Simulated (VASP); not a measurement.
# Ge (R-3m) in VASP: relaxation of the atoms with PBE

Aim: the relaxation of the atoms of Ge with PBE.

All numbers are computed with VASP 6.6.1; they aren't measurements. Logs are shortened: lines on timing, memory, paths and dates and some standing lists are left out, and cuts for length are marked.

### 1 The cell of the first run

It takes space group R-3m (No. 166, trigonal). The conventional cell has a = 4.114 Å, b = 4.114 Å, c = 9.919 Å, α = 90.00°, β = 90.00°, γ = 120.00°. Within 3.3 Å of Ge (site symmetry 3m) lie 4 Ge at 2.48 to 2.52 Å.

### 2 Relaxation of the atoms, PBE (strained cell)

INCAR

```
PREC     = Accurate       # precision mode
ENCUT    = 450            # plane-wave cutoff, eV
EDIFF    = 1E-7           # SCF threshold, eV
ISMEAR   = 0              # smearing method
SIGMA    = 0.1            # smearing width, eV
LREAL    = F              # projectors in reciprocal space
LASPH    = T              # aspherical terms in the spheres
NELM     = 120            # most SCF steps
ALGO     = Normal         # electronic algorithm
ISIF     = 2              # what is computed and relaxed
LWAVE    = F              # write WAVECAR
LCHARG   = F              # write CHGCAR
GGA      = PE             # functional
IBRION   = 2              # ionic algorithm
NSW      = 60             # ionic steps
EDIFFG   = -0.002         # ionic threshold
GGA_COMPAT= F            
NELMIN   = 4
```

KPOINTS

```
regular mesh
0
Gamma
  12 12 12
```

POSCAR

```
Ge
1.0
   -0.0307254122      2.8785870536      2.8785870536
    2.8785870536     -0.0307254122      2.8785870536
    2.8785870536      2.8785870536     -0.0307254122
Ge
2
Direct
    0.0000000000      0.0000000000      0.0000000000
    0.2500000000      0.2500000000      0.2500000000
```

Potentials or basis: VASP PAW PBE potentials, release 64 (Ge_d).

Started as:

```
$ cat potpaw_PBE.64/Ge_d/POTCAR > POTCAR
$ mpirun -np 1 vasp_std > vasp.out
```

OUTCAR:

```text
PREC = Accurate
   ENCUT = 450
   EDIFF = 1E-7
   ISMEAR = 0
   LREAL = F
   LASPH = T
   NELM = 120
   ISIF = 2
   GGA = PE
   IBRION = 2
   NSW = 60
   EDIFFG = -0.002
   NELMIN = 4

 ion  position               nearest neighbor table
   1  0.000  0.000  0.000-   2 2.48   2 2.52   2 2.52   2 2.52
   2  0.250  0.250  0.250-   1 2.48   1 2.52   1 2.52   1 2.52

  LATTYP: Found a trigonal (rhomboedric) cell.
 ALAT       =     4.0710528001
 COS(alpha) =     0.4892983447

  Lattice vectors:

 A1 = (  -0.0307254122,   2.8785870536,   2.8785870536)
 A2 = (   2.8785870536,  -0.0307254122,   2.8785870536)
 A3 = (   2.8785870536,   2.8785870536,  -0.0307254122)

Analysis of symmetry for initial positions (statically):
=====================================================================
 Subroutine PRICEL returns:
 Original cell was already a primitive cell.

 Routine SETGRP: Setting up the symmetry group for a
 trigonal (rhombohedral) supercell.

 Subroutine GETGRP returns: Found 12 space group operations
 (whereof  6 operations were pure point group operations)
 out of a pool of 12 trial point group operations.

The static configuration has the point symmetry C_3v.
 The point group associated with its full space group is D_3d.

Analysis of symmetry for dynamics (positions and initial velocities):
=====================================================================
 Subroutine PRICEL returns:
 Original cell was already a primitive cell.

 Routine SETGRP: Setting up the symmetry group for a
 trigonal (rhombohedral) supercell.

 Subroutine GETGRP returns: Found 12 space group operations
 (whereof  6 operations were pure point group operations)
 out of a pool of 12 trial point group operations.

The dynamic configuration has the point symmetry C_3v.
 The point group associated with its full space group is D_3d.

 Subroutine INISYM returns: Found 12 space group operations
 (whereof  6 operations are pure point group operations),
 and found     1 'primitive' translations

----------------------------------------------------------------------------------------

                                     Primitive cell

  volume of cell :      48.4692

  direct lattice vectors                    reciprocal lattice vectors
    -0.030725412  2.878587054  2.878587054    -0.170939781  0.172784041  0.172784041
     2.878587054 -0.030725412  2.878587054     0.172784041 -0.170939781  0.172784041
     2.878587054  2.878587054 -0.030725412     0.172784041  0.172784041 -0.170939781

  length of vectors
     4.071052800  4.071052800  4.071052800     0.298209755  0.298209755  0.298209755

  position of ions in fractional coordinates (direct lattice)
     0.000000000  0.000000000  0.000000000
     0.250000000  0.250000000  0.250000000

  ion indices of the primitive-cell ions
   primitive index   ion index
                 1           1
                 2           2

----------------------------------------------------------------------------------------

 KPOINTS: regular mesh

Automatic generation of k-mesh.
 Grid dimensions read from file:
 generate k-points for:   12   12   12

 Generating k-lattice:

  Cartesian coordinates                     Fractional coordinates (reciprocal lattice)
    -0.014244982  0.014398670  0.014398670     0.083333333  0.000000000  0.000000000
     0.014398670 -0.014244982  0.014398670     0.000000000  0.083333333  0.000000000
     0.014398670  0.014398670 -0.014244982     0.000000000  0.000000000  0.083333333

  Length of vectors
     0.024850813  0.024850813  0.024850813

  Shift w.r.t. Gamma in fractional coordinates (k-lattice)
     0.000000000  0.000000000  0.000000000

 Subroutine IBZKPT returns following result:
 ===========================================

 Found    189 irreducible k-points:

 Following reciprocal coordinates:
            Coordinates               Weight
  0.000000  0.000000  0.000000      1.000000
  0.083333  0.000000 -0.000000      6.000000
  0.166667  0.000000 -0.000000      6.000000
  0.250000  0.000000  0.000000      6.000000
  0.333333  0.000000  0.000000      6.000000
  0.416667  0.000000  0.000000      6.000000
[... 16 lines left out ...]
  0.500000  0.166667  0.000000     12.000000
 -0.416667  0.166667  0.000000     12.000000
 [... further k-points ...]
   k-points           NKPTS =    189   k-points in BZ     NKDIM =    189   number of bands    NBANDS=     18
   number of dos      NEDOS =    301   number of ions     NIONS =      2
   total plane-waves  NPLWV =  21952
   dimension x,y,z NGX =    28 NGY =   28 NGZ =   28
   dimension x,y,z NGXF=    56 NGYF=   56 NGZF=   56
   ions per type =               2
   NGX,Y,Z   is equivalent  to a cutoff of  11.43, 11.43, 11.43 a.u.
   NGXF,Y,Z  is equivalent  to a cutoff of  22.87, 22.87, 22.87 a.u.
 SYSTEM =  unknown system
   PREC   = accura    normal or accurate (medium, high low for compatibility)
   ISTART =      0    job   : 0-new  1-cont  2-samecut
   ICHARG =      2    charge: 1-file 2-atom 10-const
   ISPIN  =      1    spin polarized calculation?
   LNONCOLLINEAR =      F non collinear calculations
   LSORBIT =      F    spin-orbit coupling
   LASPH  =      T    aspherical Exc in radial PAW
   ENCUT  =  450.0 eV  33.07 Ry    5.75 a.u.   7.04  7.04  7.04*2*pi/ulx,y,z
   NELM   =    120;   NELMIN=  4; NELMDL= -5     # of ELM steps
   EDIFF  = 0.1E-06   stopping-criterion for ELM
   LREAL  =      F    real-space projection
   EDIFFG = -.2E-02   stopping-criterion for IOM
   NSW    =     60    number of steps for IOM
   IBRION =      2    ionic relax: 0-MD 1-quasi-New 2-CG
   NFREE  =      1    steps in history (QN), initial steepest desc. (CG)
   ISIF   =      2    stress and relaxation
   ISYM   =      2    0-nonsym 1-usesym 2-fastsym
   POTIM  = 0.5000    time-step for ionic-motion
   TEBEG  =    0.0;   TEEND  =   0.0 temperature during run
   PSTRESS=    0.0 pullay stress
   NELECT =      28.0000    total number of electrons
   NUPDOWN=      -1.0000    fix difference up-down
   EMIN   =  10.00;   EMAX   =-10.00  energy-range for DOS
   EFERMI =   0.00;   METHOD = LEGACY
   ISMEAR =     0;   SIGMA  =   0.10  broadening in eV -4-tet -1-fermi 0-gaus
   EFERMI_NEDOS =   21; number of points for ismear=-14 and -15
   IALGO  =     38    algorithm
   IMIX   =      4    mixing-type and parameters
     AMIX     =   0.40;   BMIX     =  1.00
     AMIX_MAG =   1.60;   BMIX_MAG =  1.00
  volume/ion in A,a.u.               =      24.23       163.54
  Fermi-wavevector in a.u.,A,eV,Ry     =   1.363449  2.576544 25.293127  1.858992
  Thomas-Fermi vector in A             =   2.489851
   LORBIT       =      0    0 simple, 1 ext, 2 COOP (PROOUT), +10 PAW based schemes
   GGA     = PE    functional components
   LHFCALC =     F    Hartree Fock is set to
   AEXX    =    0.0000 exact exchange contribution
   IVDW    =     0    specifies the selected vdW correction
   LEPSILON=     F    determine dielectric tensor
   LRPA    =     F    only Hartree local field effects (RPA)
 conjugate gradient relaxation of ions
 non-spin polarized calculation
 Gauss-broadening in eV      SIGMA  =   0.10
  energy-cutoff  :      450.00
  volume of cell :       48.47
 maximum number of plane-waves:      1070
   NGX = 15   NGY = 15   NGZ = 15

--------------------------------------- Ionic step        1  -------------------------------------------

 number of electron      27.9999993 magnetization

 Free energy of the ion-electron system (eV)
  ---------------------------------------------------
  ext. energy  EPLUGINS =         0.00000000
  ---------------------------------------------------
  free energy    TOTEN  =        -9.03001415 eV

  energy without entropy =       -9.02946029  energy(sigma->0) =       -9.02973722

------------------------ aborting loop because EDIFF is reached ----------------------------------------

  FORCE on cell =-STRESS in cart. coord.  units (eV):
  Direction    XX          YY          ZZ          XY          YZ          ZX
  --------------------------------------------------------------------------------------
  -------------------------------------------------------------------------------------
  Total       -0.3071957     -0.3071957     -0.3071957      0.2213407      0.2213407      0.2213407
  in kB      -10.1545247    -10.1545247    -10.1545247      7.3165403      7.3165403      7.3165403
  external PRESSURE =     -10.1545247 kB  Pullay stress =       0.0000000 kB

 VOLUME and BASIS-vectors are now :
 -----------------------------------------------------------------------------
  energy-cutoff  :      450.00
  volume of cell :       48.47
      direct lattice vectors                 reciprocal lattice vectors
    -0.030725412  2.878587054  2.878587054    -0.170939781  0.172784041  0.172784041
     2.878587054 -0.030725412  2.878587054     0.172784041 -0.170939781  0.172784041
     2.878587054  2.878587054 -0.030725412     0.172784041  0.172784041 -0.170939781
[... 37 lines left out ...]
 POSITION                                       TOTAL-FORCE (eV/Angst)
 -----------------------------------------------------------------------------------
      5.72255      5.72255      5.72255        -0.005657     -0.005657     -0.005657
      1.43551      1.43551      1.43551         0.005657      0.005657      0.005657
 -----------------------------------------------------------------------------------
    total drift:                                0.000000      0.000000      0.000000

  FREE ENERGIE OF THE ION-ELECTRON SYSTEM (eV)
  ---------------------------------------------------
  free  energy   TOTEN  =        -9.0310202844 eV

  energy  without entropy=       -9.0304716219  energy(sigma->0) =       -9.03074595

--------------------------------------- Ionic step        3  -------------------------------------------

 number of electron      27.9999994 magnetization

 Free energy of the ion-electron system (eV)
  ---------------------------------------------------
  ext. energy  EPLUGINS =         0.00000000
  ---------------------------------------------------
  free energy    TOTEN  =        -9.03102544 eV

  energy without entropy =       -9.03047631  energy(sigma->0) =       -9.03075088

 E-fermi :   4.3135     XC(G=0):  -9.6064

 val. band max:        4.3097303456   @ k =   0.0000   0.0000   0.0000
 cond. band min:       4.3865381575   @ k =   0.5000   0.0000   0.0000
 fundamental gap:      0.0768078119
 Fermi energy:         4.3134565676

 k-point     1 :       0.0000    0.0000    0.0000
  band No.  band energies     occupation
      1     -20.3866      2.00000
      2     -20.3772      2.00000
      3     -20.3772      2.00000
      4     -20.3494      2.00000
      5     -20.3494      2.00000
      6     -20.1770      2.00000
[... 10 lines left out ...]
     17       6.8269      0.00000
     18       6.9782      0.00000
[... 463 lines left out ...]
 k-point    24 :      -0.4167    0.1667    0.0000
  band No.  band energies     occupation
      1     -20.4155      2.00000
      2     -20.4079      2.00000
      3     -20.3463      2.00000
      4     -20.3065      2.00000
      5     -20.2981      2.00000
      6     -20.2223      2.00000
[... 10 lines left out ...]
     17       8.9905      0.00000
     18      11.5252      0.00000

 [... further k-points ...]
[... 5 lines left out ...]
  --------------------------------------------------------------------------------------
  -------------------------------------------------------------------------------------
  Total       -0.3217254     -0.3217254     -0.3217254      0.1561901      0.1561901      0.1561901
  in kB      -10.6348113    -10.6348113    -10.6348113      5.1629498      5.1629498      5.1629498
  external PRESSURE =     -10.6348113 kB  Pullay stress =       0.0000000 kB

 VOLUME and BASIS-vectors are now :
 -----------------------------------------------------------------------------
  energy-cutoff  :      450.00
  volume of cell :       48.47
      direct lattice vectors                 reciprocal lattice vectors
    -0.030725412  2.878587054  2.878587054    -0.170939781  0.172784041  0.172784041
     2.878587054 -0.030725412  2.878587054     0.172784041 -0.170939781  0.172784041
     2.878587054  2.878587054 -0.030725412     0.172784041  0.172784041 -0.170939781

 POSITION                                       TOTAL-FORCE (eV/Angst)
 -----------------------------------------------------------------------------------
      5.72225      5.72225      5.72225         0.000129      0.000129      0.000129
      1.43581      1.43581      1.43581        -0.000129     -0.000129     -0.000129
 -----------------------------------------------------------------------------------
    total drift:                                0.000000      0.000000     -0.000000

  FREE ENERGIE OF THE ION-ELECTRON SYSTEM (eV)
  ---------------------------------------------------
  free  energy   TOTEN  =        -9.0310254449 eV

  energy  without entropy=       -9.0304763122  energy(sigma->0) =       -9.03075088

 reached required accuracy - stopping structural energy minimisation
```

It took 4 min on 1 thread of Intel Xeon Platinum 8259CL at 2.50GHz (Skylake/Cascade Lake), shared host; peak memory 0.23 GiB.

Results:

```
Free energy               : -9.0310 eV
Energy gained by relaxing : 0.5 meV/atom
Ionic steps               : 3
Pressure after relaxing   : -1.1 GPa
Band gap on the k mesh    : zero (bands 14 and 15 overlap by 0.13 eV)
```

Step by step:
```
step  energy change (eV)  largest force (eV/Å)  pressure (GPa)
   1              0.0000                0.1400           -1.02
   2             -0.0010                0.0098           -1.08
   3             -0.0010                0.0002           -1.06
```

Final structure:
```
CELL_PARAMETERS angstrom
-0.03073 2.87859 2.87859
2.87859 -0.03073 2.87859
2.87859 2.87859 -0.03073
ATOMIC_POSITIONS crystal
Ge 0.99927 0.99927 0.99927
Ge 0.25073 0.25073 0.25073
```

Caveat: the cell differs from its parent crystal (strained cell); semilocal functionals underestimate gaps, so a narrow gap can read as zero.
